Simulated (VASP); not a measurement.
# Al2BAs3 (I-4m2) in VASP: further runs

The runs below take Al2BAs3 through single point, relaxation of cell and atoms, with PBE.

Program: VASP 6.6.1. These are calculated values, not measurements. Logs are shortened: lines on timing, memory, paths and dates and some standing lists are left out, and cuts for length are marked.

## Step 1: The cell of the first run

The structure is tetragonal, space group I-4m2 (No. 119). Conventional cell: a = 3.735 Å, b = 3.735 Å, c = 15.848 Å, α = 90.00°, β = 90.00°, γ = 90.00°. Al (site symmetry 2mm) has 4 As at 2.29 Å within 3.0 Å. B (site symmetry -4m2) has 4 As at 2.29 Å within 3.0 Å. Within 3.0 Å of As (site symmetry 2mm) lie 2 B at 2.29 Å and 2 Al at 2.29 Å. Within 3.0 Å of As (site symmetry -4m2) lie 4 Al at 2.29 Å.

## Step 2: Single point, PBE

INCAR

```
SYSTEM = Al2BAs3
  PREC = Accurate
  ENCUT = 520
  EDIFF = 1E-6
  ISMEAR = 0
  SIGMA = 0.1
  LREAL = .FALSE.
  LASPH = .TRUE.
  NELM = 100
  ALGO = Normal
  ISIF = 2
  LWAVE = .FALSE.
  LCHARG = .FALSE.
  GGA = PE
  NBANDS = 21
```

KPOINTS

```
regular mesh
0
G
  6 6 6
  0 0 0
```

POSCAR

```
Al2BAs3
1.0
   -1.8677161800      1.8677161800      7.9240486600
    1.8677161800     -1.8677161800      7.9240486600
    1.8677161800      1.8677161800     -7.9240486600
Al B As
2 1 3
Direct
    0.6666666700      0.6666666700      0.0000000000
    0.3333333300      0.3333333300      0.0000000000
    0.0000000000      0.0000000000      0.0000000000
    0.5833333300      0.0833333300      0.5000000000
    0.2500000000      0.7500000000      0.5000000000
    0.9166666700      0.4166666700      0.5000000000
```

Potentials or basis: VASP PAW PBE potentials, release 64 (Al, B, As).

Launch:

```
cat potpaw_PBE.64/Al/POTCAR potpaw_PBE.64/B/POTCAR potpaw_PBE.64/As/POTCAR > POTCAR
mpirun -np 1 vasp_std > vasp.out
```

OUTCAR:

```text
SYSTEM = Al2BAs3
   PREC = Accurate
   ENCUT = 520
   EDIFF = 1E-6
   ISMEAR = 0
   LREAL = .FALSE.
   LASPH = .TRUE.
   NELM = 100
   ISIF = 2
   GGA = PE

 ion  position               nearest neighbor table
   1  0.667  0.667  0.000-   5 2.29   5 2.29   4 2.29   4 2.29
   2  0.333  0.333  0.000-   5 2.29   5 2.29   6 2.29   6 2.29
   3  0.000  0.000  0.000-   4 2.29   6 2.29   4 2.29   6 2.29
   4  0.583  0.083  0.500-   3 2.29   3 2.29   1 2.29   1 2.29
   5  0.250  0.750  0.500-   2 2.29   1 2.29   2 2.29   1 2.29
   6  0.917  0.417  0.500-   3 2.29   3 2.29   2 2.29   2 2.29

  LATTYP: Found a body centered tetragonal cell.
 ALAT       =     3.7354323600
 C/A-ratio  =     4.2426406886

  Lattice vectors:

 A1 = (  -1.8677161800,   1.8677161800,   7.9240486600)
 A2 = (   1.8677161800,  -1.8677161800,   7.9240486600)
 A3 = (   1.8677161800,   1.8677161800,  -7.9240486600)

Analysis of symmetry for initial positions (statically):
=====================================================================
 Subroutine PRICEL returns:
 Original cell was already a primitive cell.

 Routine SETGRP: Setting up the symmetry group for a
 body centered tetragonal supercell.

 Subroutine GETGRP returns: Found  8 space group operations
 (whereof  8 operations were pure point group operations)
 out of a pool of 16 trial point group operations.

The static configuration has the point symmetry D_2d.

Analysis of symmetry for dynamics (positions and initial velocities):
=====================================================================
 Subroutine PRICEL returns:
 Original cell was already a primitive cell.

 Routine SETGRP: Setting up the symmetry group for a
 body centered tetragonal supercell.

 Subroutine GETGRP returns: Found  8 space group operations
 (whereof  8 operations were pure point group operations)
 out of a pool of 16 trial point group operations.

The dynamic configuration has the point symmetry D_2d.

 Subroutine INISYM returns: Found  8 space group operations
 (whereof  8 operations are pure point group operations),
 and found     1 'primitive' translations

----------------------------------------------------------------------------------------

                                     Primitive cell
[... 92 lines left out ...]
   ICHARG =      2    charge: 1-file 2-atom 10-const
   ISPIN  =      1    spin polarized calculation?
   LNONCOLLINEAR =      F non collinear calculations
   LSORBIT =      F    spin-orbit coupling
   LASPH  =      T    aspherical Exc in radial PAW
   ENCUT  =  520.0 eV  38.22 Ry    6.18 a.u.  15.53 15.53 15.53*2*pi/ulx,y,z
   NELM   =    100;   NELMIN=  2; NELMDL= -5     # of ELM steps
   EDIFF  = 0.1E-05   stopping-criterion for ELM
   LREAL  =      F    real-space projection
[... 7 lines left out ...]
   TEBEG  =    0.0;   TEEND  =   0.0 temperature during run
   PSTRESS=    0.0 pullay stress
   NELECT =      24.0000    total number of electrons
   NUPDOWN=      -1.0000    fix difference up-down
   EMIN   =  10.00;   EMAX   =-10.00  energy-range for DOS
   EFERMI =   0.00;   METHOD = LEGACY
   ISMEAR =     0;   SIGMA  =   0.10  broadening in eV -4-tet -1-fermi 0-gaus
   EFERMI_NEDOS =   21; number of points for ismear=-14 and -15
   IALGO  =     38    algorithm
   IMIX   =      4    mixing-type and parameters
     AMIX     =   0.40;   BMIX     =  1.00
     AMIX_MAG =   1.60;   BMIX_MAG =  1.00
  volume/ion in A,a.u.               =      18.43       124.36
  Fermi-wavevector in a.u.,A,eV,Ry     =   0.983865  1.859236 13.170314  0.967991
  Thomas-Fermi vector in A             =   2.115055
   LORBIT       =      0    0 simple, 1 ext, 2 COOP (PROOUT), +10 PAW based schemes
   GGA     = PE    functional components
   LHFCALC =     F    Hartree Fock is set to
   AEXX    =    0.0000 exact exchange contribution
   IVDW    =     0    specifies the selected vdW correction
   LEPSILON=     F    determine dielectric tensor
   LRPA    =     F    only Hartree local field effects (RPA)
 non-spin polarized calculation
 Gauss-broadening in eV      SIGMA  =   0.10
  energy-cutoff  :      520.00
  volume of cell :      110.57
 maximum number of plane-waves:      3001
 NGX is ok and might be reduce to    64
   NGX = 31   NGY = 31   NGZ = 31

 number of electron      24.0000000 magnetization

 Free energy of the ion-electron system (eV)
  ---------------------------------------------------
  ext. energy  EPLUGINS =         0.00000000
  ---------------------------------------------------
  free energy    TOTEN  =       -27.84771773 eV

  energy without entropy =      -27.84771773  energy(sigma->0) =      -27.84771773

 E-fermi :   5.5355     XC(G=0):  -9.6949

 val. band max:        5.0715647874   @ k =   0.0000   0.0000   0.0000
 cond. band min:       6.1145367732   @ k =   0.5000   0.5000   0.0000
 fundamental gap:      1.0429719858
 Fermi energy:         5.5354953025

 k-point     1 :       0.0000    0.0000    0.0000
  band No.  band energies     occupation
      1      -8.1905      2.00000
      2      -6.5218      2.00000
      3      -6.3867      2.00000
      4      -0.2763      2.00000
      5       0.3088      2.00000
      6       2.6423      2.00000
[... 565 lines left out ...]
     20      10.7112      0.00000
     21      11.3882      0.00000

 [... further k-points ...]

------------------------ aborting loop because EDIFF is reached ----------------------------------------

  FORCE on cell =-STRESS in cart. coord.  units (eV):
  Direction    XX          YY          ZZ          XY          YZ          ZX
  --------------------------------------------------------------------------------------
  -------------------------------------------------------------------------------------
  Total        8.7342019      8.7342019      7.9321769      0.0000000      0.0000000      0.0000000
  in kB      126.5624641    126.5624641    114.9407658      0.0000000      0.0000000      0.0000000
  external PRESSURE =     122.6885647 kB  Pullay stress =       0.0000000 kB

 VOLUME and BASIS-vectors are now :
 -----------------------------------------------------------------------------
  energy-cutoff  :      520.00
  volume of cell :      110.57
      direct lattice vectors                 reciprocal lattice vectors
    -1.867716180  1.867716180  7.924048660     0.000000000  0.267706628  0.063099057
     1.867716180 -1.867716180  7.924048660     0.267706628  0.000000000  0.063099057
     1.867716180  1.867716180 -7.924048660     0.267706628  0.267706628  0.000000000

 POSITION                                       TOTAL-FORCE (eV/Angst)
 -----------------------------------------------------------------------------------
      0.00000      0.00000     10.56540        -0.000000     -0.000000     -0.242606
      0.00000      0.00000      5.28270        -0.000000     -0.000000      0.242606
      0.00000      0.00000      0.00000        -0.000000     -0.000000     -0.000000
      0.00000      1.86772      1.32067        -0.000000     -0.000000     -3.567879
      1.86772      0.00000      3.96202        -0.000000     -0.000000     -0.000000
      0.00000      1.86772      6.60337         0.000000      0.000000      3.567879
 -----------------------------------------------------------------------------------
    total drift:                               -0.000000      0.000000      0.000000

  FREE ENERGIE OF THE ION-ELECTRON SYSTEM (eV)
  ---------------------------------------------------
  free  energy   TOTEN  =       -27.8477177348 eV

  energy  without entropy=      -27.8477177348  energy(sigma->0) =      -27.84771773
```

Run time: 2.1 min. Hardware: 1 thread of Intel Xeon 6975P-C (Granite Rapids), shared host; peak memory 0.57 GiB.

What came out:

```yaml
Free_energy: -27.8477 eV
Pressure: 12.3 GPa
Largest_force: 3.568 eV/Å
Band_gap_on_the_k_mesh: 1.04 eV (least direct gap 1.07 eV)
```

Forces on the atoms (eV/Å):
```
Al   0.000  0.000 -0.243
Al   0.000  0.000  0.243
B    0.000  0.000  0.000
As   0.000  0.000 -3.568
As   0.000  0.000  0.000
As   0.000  0.000  3.568
```

Caveat: the cell stands under pressure; forces of over 1 eV/Å act on the atoms, so gaps and moduli don't describe the material at rest. A k mesh can miss the band edges.

## Step 3: Single point, PBE

This run uses another cell than the first one, of 20.07 Å³/atom.

INCAR

```
PREC = Accurate ; ENCUT = 520
EDIFF = 1E-6 ; ISMEAR = 0
SIGMA = 0.1 ; LREAL = False
LASPH = True ; NELM = 100
ALGO = Normal ; ISIF = 2
LWAVE = False ; LCHARG = False
GGA = PE ; NBANDS = 21
```

KPOINTS

```
regular mesh
0
Gamma
  6 6 6
```

POSCAR

```
Al2BAs3
1.0
   -1.8974958660      1.8974958660      8.3613025231
    1.8974958660     -1.8974958660      8.3613025231
    1.8974958660      1.8974958660     -8.3613025231
Al B As
2 1 3
Direct
    0.6598637821      0.6598637821      0.0000000000
    0.3401362179      0.3401362179      0.0000000000
    0.0000000000      0.0000000000      0.0000000000
    0.5680895667      0.0680895667      0.5000000000
    0.2500000000      0.7500000000      0.5000000000
    0.9319104333      0.4319104333      0.5000000000
```

Potentials or basis: VASP PAW PBE potentials, release 64 (Al, B, As).

Launch:

```
cat potpaw_PBE.64/Al/POTCAR potpaw_PBE.64/B/POTCAR potpaw_PBE.64/As/POTCAR > POTCAR
mpirun -np 1 vasp_std > vasp.out
```

Wall time 2.8 min (1 thread of Intel Xeon 6975P-C (Granite Rapids), shared host); peak memory 0.68 GiB.

The run converged. Its results:

| Quantity | Value |
| --- | --- |
| Free energy | -29.0888 eV |
| Pressure | 0.5 GPa |
| Largest force | 0.023 eV/Å |
| Band gap on the k mesh | 0.83 eV (least direct gap 0.84 eV) |

Forces in eV/Å, atoms in the order of the input:
```
Al   0.000  0.000 -0.016
Al   0.000  0.000  0.016
B    0.000  0.000  0.000
As   0.000  0.000  0.023
As   0.000  0.000  0.000
As   0.000  0.000 -0.023
```

Stress tensor (GPa, compression positive):
```
0.51 0.00 0.00
0.00 0.51 0.00
0.00 0.00 0.38
```

Levels at points of the mesh, in eV from the valence-band top:
| k point | band 8 | band 9 | band 10 | band 11 | band 12 | band 13 | band 14 | band 15 | band 16 | band 17 |
| --- | --- | --- | --- | --- | --- | --- | --- | --- | --- | --- |
| (0.00, 0.00, 0.00) | -1.68 | -1.68 | -0.35 | 0.00 | 0.00 | 0.84 | 0.98 | 2.14 | 2.76 | 3.28 |
| (0.50, 0.00, 0.00) | -2.81 | -2.37 | -1.44 | -0.78 | -0.72 | 1.07 | 2.64 | 3.46 | 3.81 | 4.12 |
| (0.50, 0.50, 0.00) | -3.73 | -3.57 | -3.55 | -2.95 | -2.81 | 0.99 | 1.64 | 2.59 | 3.17 | 3.27 |
| (0.50, 0.50, 0.50) | -2.28 | -1.29 | -1.29 | -0.55 | -0.55 | 0.83 | 1.24 | 2.29 | 3.15 | 3.97 |

## Step 4: Relaxation of cell and atoms, PBE

INCAR

```
  PREC = Accurate
  ENCUT = 600
  EDIFF = 1E-7
  ISMEAR = 0
  SIGMA = 0.1
  LREAL = False
  LASPH = True
  NELM = 60
  ALGO = Normal
  ISIF = 3
  LWAVE = False
  LCHARG = False
  GGA = PE
  IBRION = 2
  NSW = 90
  EDIFFG = -0.04
```

KPOINTS is that of step 3.

POSCAR

```
Al2BAs3
1.0
   -1.8677161800      1.8677161800      7.9240486600
    1.8677161800     -1.8677161800      7.9240486600
    1.8677161800      1.8677161800     -7.9240486600
Al B As
2 1 3
Direct
    0.6666666700      0.6666666700      0.0000000000
    0.3333333300      0.3333333300      0.0000000000
    0.0000000000      0.0000000000      0.0000000000
    0.5833333300      0.0833333300      0.5000000000
    0.2500000000      0.7500000000      0.5000000000
    0.9166666700      0.4166666700      0.5000000000
```

Launch:

```
cat potpaw_PBE.64/Al/POTCAR potpaw_PBE.64/B/POTCAR potpaw_PBE.64/As/POTCAR > POTCAR
mpirun -np 1 vasp_std > vasp.out
```

It took 13 min on 1 thread of Intel Xeon 6975P-C (Granite Rapids), shared host; peak memory 0.79 GiB.

The run converged. Its results:

- Free energy: -29.0898 eV
- Relaxed volume: 20.19 Å³/atom
- Relaxed cell: a = 8.776 Å, b = 8.776 Å, c = 8.776 Å, α = 154.94°, β = 154.94°, γ = 35.74°
- Space group after relaxing (to 0.1 Å): I-4m2 (No. 119)
- Energy gained by relaxing: 206.9 meV/atom
- Ionic steps: 8
- Pressure after relaxing: 0.0 GPa
- Largest force after relaxing: 0.036 eV/Å
- Band gap on the k mesh: 0.82 eV

Forces in eV/Å, atoms in the order of the input:
```
Al   0.000  0.000  0.036
Al   0.000  0.000 -0.036
B    0.000  0.000  0.000
As   0.000  0.000  0.002
As   0.000  0.000  0.000
As   0.000  0.000 -0.002
```

Stress tensor (GPa, compression positive):
```
-0.04  0.00  0.00
 0.00 -0.04  0.00
 0.00  0.00  0.16
```

The path:
```csv
step,energy change (eV),largest force (eV/Å),pressure (GPa),volume (Å³)
1,0.0000,3.5683,12.27,110.57
2,-0.8030,0.9801,-6.23,134.71
3,-0.9565,0.9700,-2.40,126.88
4,-1.1437,0.6282,-1.21,123.86
5,-1.2226,0.3574,0.52,120.52
6,-1.2400,0.0749,-0.13,121.39
7,-1.2400,0.0716,-0.13,121.39
8,-1.2414,0.0362,0.03,121.11
```

Final structure:
```xyz
6
Lattice="-1.9040 1.9040 8.3525 1.9040 -1.9040 8.3525 1.9040 1.9040 -8.3525" Properties=species:S:1:pos:R:3 pbc="T T T"
Al    0.0000    0.0000   11.0201
Al    0.0000    0.0000    5.6849
B     0.0000    0.0000   16.7050
As    0.0000    1.9040    1.1385
As    1.9040    0.0000    4.1762
As    0.0000    1.9040    7.2140
```

Levels at points of the mesh, in eV from the valence-band top:
```
           k point  band 9  band 10  band 11  band 12  band 13  band 14  band 15  band 16
(0.00, 0.00, 0.00)   -1.67    -0.31     0.00     0.00     0.82     0.98     2.14     2.75
(0.50, 0.00, 0.00)   -2.35    -1.39    -0.78    -0.73     1.06     2.65     3.48     3.80
(0.50, 0.50, 0.00)   -3.53    -3.51    -2.91    -2.77     1.04     1.67     2.63     3.20
(0.50, 0.50, 0.50)   -1.27    -1.27    -0.56    -0.56     0.84     1.23     2.31     3.15
```

[end of part 1 of 2]
